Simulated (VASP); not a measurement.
# MnF2 (P-3m1) in VASP: settings compared, part 2 of 2

VASP 6.6.1. The steps go on from the part before.

## Step 4: Single point, PBE+U, collinear spin, ferromagnetic start

The input, INCAR:

```
ALGO     = Normal         # electronic algorithm
EDIFF    = 1E-6           # SCF threshold, eV
ENCUT    = 600            # plane-wave cutoff, eV
GGA      = PE             # functional
GGA_COMPAT= F            
ISIF     = 2              # what is computed and relaxed
ISMEAR   = 0              # smearing method
ISPIN    = 2              # spin polarisation
LASPH    = T              # aspherical terms in the spheres
LCHARG   = T              # write CHGCAR
LDAU     = T              # DFT+U
LDAUJ    = 0 0          
LDAUL    = 2 -1           # shell
LDAUPRINT= 1            
LDAUTYPE = 2            
LDAUU    = 3.9 0          # U, eV
LELF     = T              # ELF
LMAXMIX  = 4              # l up to which the mixer works
LORBIT   = 11             # projections on sites
LREAL    = F              # projectors in reciprocal space
LVHAR    = T            
LWAVE    = F              # write WAVECAR
MAGMOM   = 5 0 0          # initial moments
NBANDS   = 24             # bands
NELM     = 200            # most SCF steps
PREC     = Accurate       # precision mode
SIGMA    = 0.05           # smearing width, eV
```

The input, KPOINTS:

```
k-points
0
Gamma
  8 8 6
```

The input, POSCAR:

```
MnF2
1.0
    3.3743128661      0.0000000000      0.0000000000
   -1.6871564330      2.9222406624      0.0000000000
    0.0000000000      0.0000000000      4.9576215098
Mn F
1 2
Direct
    0.0000000000      0.0000000000      0.0000000000
    0.3333333333      0.6666666667      0.1942625801
    0.6666666667      0.3333333333      0.8057374199
```

Potentials or basis: VASP PAW PBE potentials, release 64 (Mn_pv, F).

Started as:

```
> cat potpaw_PBE.64/Mn_pv/POTCAR potpaw_PBE.64/F/POTCAR > POTCAR
> mpirun -np 1 vasp_std > vasp.out
```

OUTCAR:

```text
EDIFF = 1E-6
   ENCUT = 600
   GGA = PE
   ISIF = 2
   ISMEAR = 0
   ISPIN = 2
   LASPH = T
   LORBIT = 11
   LREAL = F
   NELM = 200
   PREC = Accurate

 ion  position               nearest neighbor table
   1  0.000  0.000  0.000-   2 2.17   3 2.17   3 2.17   2 2.17   3 2.17   2 2.17
   2  0.333  0.667  0.194-   1 2.17   1 2.17   1 2.17
   3  0.667  0.333  0.806-   1 2.17   1 2.17   1 2.17

  LATTYP: Found a hexagonal cell.
 ALAT       =     3.3743128661
 C/A-ratio  =     1.4692240188

  Lattice vectors:

 A1 = (   3.3743128661,   0.0000000000,   0.0000000000)
 A2 = (  -1.6871564330,   2.9222406624,   0.0000000000)
 A3 = (   0.0000000000,   0.0000000000,   4.9576215098)

Analysis of symmetry for initial positions (statically):
=====================================================================
 Subroutine PRICEL returns:
 Original cell was already a primitive cell.

 Routine SETGRP: Setting up the symmetry group for a
 hexagonal supercell.

 Subroutine GETGRP returns: Found 12 space group operations
 (whereof 12 operations were pure point group operations)
 out of a pool of 24 trial point group operations.

The static configuration has the point symmetry D_3d.

Analysis of symmetry for dynamics (positions and initial velocities):
=====================================================================
 Subroutine PRICEL returns:
 Original cell was already a primitive cell.

 Routine SETGRP: Setting up the symmetry group for a
 hexagonal supercell.

 Subroutine GETGRP returns: Found 12 space group operations
 (whereof 12 operations were pure point group operations)
 out of a pool of 24 trial point group operations.

The dynamic configuration has the point symmetry D_3d.

Analysis of structural, dynamic, and magnetic symmetry:
[... 186 lines left out ...]
  o =  0.9791  v = -0.6524 -0.2969  0.0000  0.6245  0.3101  0.0000  0.0000  0.0000  0.0000  0.0000      0.0000  0.0000  0.0000  0.0000  0.0000  0.0000  0.0000  0.0000  0.0000  0.0000
  o =  0.9791  v =  0.3101 -0.6245  0.0000 -0.2969  0.6524  0.0000  0.0000  0.0000  0.0000  0.0000      0.0000  0.0000  0.0000  0.0000  0.0000  0.0000  0.0000  0.0000  0.0000  0.0000

 number of electron      27.0000017 magnetization       5.0000004

 Free energy of the ion-electron system (eV)
  ---------------------------------------------------
  ext. energy  EPLUGINS =         0.00000000
  ---------------------------------------------------
  free energy    TOTEN  =       -18.70124639 eV

  energy without entropy =      -18.70124639  energy(sigma->0) =      -18.70124639

 E-fermi :  -0.0211     XC(G=0):  -8.4655

 val. band max:       -0.3052355258   @ k =   0.0000   0.0000   0.5000
 cond. band min:       2.7992153448   @ k =   0.0000   0.0000   0.0000
 fundamental gap:      3.1044508706
 Fermi energy:        -0.0210759610

 spin component 1

 k-point     1 :       0.0000    0.0000    0.0000
  band No.  band energies     occupation
      1     -48.7800      1.00000
      2     -48.6670      1.00000
      3     -48.6670      1.00000
      4     -22.5157      1.00000
      5     -21.8958      1.00000
      6      -5.4807      1.00000
[... 1289 lines left out ...]
     23      15.7851      0.00000
     24      18.3730      0.00000

 [... further k-points ...]
[... 5 lines left out ...]
  --------------------------------------------------------------------------------------
  -------------------------------------------------------------------------------------
  Total       -0.2822869     -0.2822869     -0.1639249     -0.0000000      0.0000000      0.0000000
  in kB       -9.2518085     -9.2518085     -5.3725545     -0.0000000      0.0000000      0.0000000
  external PRESSURE =      -7.9587238 kB  Pullay stress =       0.0000000 kB

 VOLUME and BASIS-vectors are now :
 -----------------------------------------------------------------------------
  energy-cutoff  :      600.00
  volume of cell :       48.88
      direct lattice vectors                 reciprocal lattice vectors
     3.374312866  0.000000000  0.000000000     0.296356633  0.171101582  0.000000000
    -1.687156433  2.922240662  0.000000000     0.000000000  0.342203164  0.000000000
     0.000000000  0.000000000  4.957621510     0.000000000  0.000000000  0.201709630

 POSITION                                       TOTAL-FORCE (eV/Angst)
 -----------------------------------------------------------------------------------
      0.00000      0.00000      0.00000        -0.000000      0.000000     -0.000000
     -0.00000      1.94816      0.96308        -0.000000      0.000000     -0.039528
      1.68716      0.97408      3.99454         0.000000      0.000000      0.039528
 -----------------------------------------------------------------------------------
    total drift:                               -0.000000      0.000000     -0.000000

  FREE ENERGIE OF THE ION-ELECTRON SYSTEM (eV)
  ---------------------------------------------------
  free  energy   TOTEN  =       -18.7012463895 eV

  energy  without entropy=      -18.7012463895  energy(sigma->0) =      -18.70124639

 total charge

# of ion       s       p       d       tot
------------------------------------------
    1        0.158   6.131   4.926  11.215
    2        1.731   4.357   0.000   6.088
    3        1.731   4.357   0.000   6.088
--------------------------------------------------
tot          3.619  14.845   4.926  23.390

 magnetization (x)

# of ion       s       p       d       tot
------------------------------------------
    1        0.024   0.019   4.641   4.685
    2        0.005   0.049   0.000   0.054
    3        0.005   0.049   0.000   0.054
--------------------------------------------------
tot          0.035   0.117   4.641   4.793
```

stdout:

```text
POSCAR found type information on POSCAR MnF
 POSCAR found :  2 types and       3 ions
 scaLAPACK will be used
 LDA part: xc-table for (Slater+PW92), standard interpolation
 POSCAR, INCAR and KPOINTS ok, starting setup
 FFT: planning ... GRIDC
 FFT: planning ... GRID_SOFT
 FFT: planning ... GRID
 WAVECAR not read
 entering main loop
```

It took 2.2 min on 1 thread of AMD EPYC 9R45 (Zen 5), shared host; peak memory 0.23 GiB.

What came out:

```yaml
Free_energy: -18.7012 eV
Pressure: -0.8 GPa
Largest_force: 0.040 eV/Å
Band_gap_on_the_k_mesh: 3.10 eV, indirect (least direct gap 3.12 eV)
Net_moment: 5.00 μB per cell
Site_moments: Mn +4.68; F +0.05 μB
Valence_electrons_inside_the_program's_atomic_spheres: Mn 11.21; F 6.09
```

Forces on the atoms (eV/Å):
```
Mn   0.000  0.000  0.000
F    0.000  0.000 -0.040
F    0.000  0.000  0.040
```

Levels at points of the mesh, in eV from the valence-band top:
Spin up:
```
           k point  band 13  band 14  band 15  band 16  band 17  band 18  band 19  band 20
(0.00, 0.00, 0.00)    -2.28    -1.42    -0.02    -0.02     3.10     7.88    10.86    15.11
(0.50, 0.00, 0.00)    -2.03    -1.88    -0.78    -0.17     7.84     8.41    11.51    11.98
(0.00, 0.00, 0.50)    -2.29    -1.41     0.00     0.00     4.42     5.80    13.07    15.23
(0.50, 0.00, 0.50)    -2.03    -1.87    -0.81    -0.20     8.34     8.50     9.73    11.06
```
Spin down:
```
           k point  band 9  band 10  band 11  band 12  band 13  band 14
(0.00, 0.00, 0.00)   -2.77    -2.77    -2.32     3.80     5.60     5.60
(0.50, 0.00, 0.00)   -3.14    -2.81    -2.70     5.20     5.59     6.11
(0.00, 0.00, 0.50)   -2.79    -2.79    -2.78     5.27     5.58     5.58
(0.50, 0.00, 0.50)   -3.19    -2.66    -2.61     5.30     5.74     6.10
```

Eigenvalues of the final occupation matrices:
| site | spin | trace | eigenvalues |
| --- | --- | --- | --- |
| site 1 d | 1 | 4.80 | 0.94 0.95 0.95 0.98 0.98 |
| site 1 d | 2 | 0.15 | 0.01 0.01 0.01 0.06 0.06 |

Caveat: a cell with one magnetic atom can't hold antiferromagnetic order, which such compounds often take.

## Step 5: Summary

| level | smearing | gap on the mesh (eV) | pressure (GPa) | moment (μB) | largest force (eV/Å) |
| --- | --- | --- | --- | --- | --- |
| PBE+U | tetrahedron | 3.10 | -0.8 | 5.00 | 0.04 |
| PBE+D3(BJ)+U | gaussian 0.05 eV | 3.10 | -2.0 | 5.00 | 0.04 |
| PBE+U | gaussian 0.05 eV | 3.10 | -0.8 | 5.00 | 0.04 |

Alike in all rows: task single point; potentials or basis VASP PAW PBE potentials, release 64 (Mn_pv, F); spin collinear, ferromagnetic start; Mn d U = 3.9 eV; cell as given; k mesh 8 × 8 × 6; cutoff (eV) 600.

On the cell as given the gap runs from 3.10 eV (PBE+U) to 3.10 eV (PBE+U). The pressure there spans -2.0 GPa (PBE+D3(BJ)+U) to -0.8 GPa (PBE+U); a positive pressure means that this level wants a larger cell, a negative one a smaller.

Caveats: a cell with one magnetic atom can't hold antiferromagnetic order, which such compounds often take.

Total energies depend on the potentials used, so only differences within one code and one set of settings carry meaning.
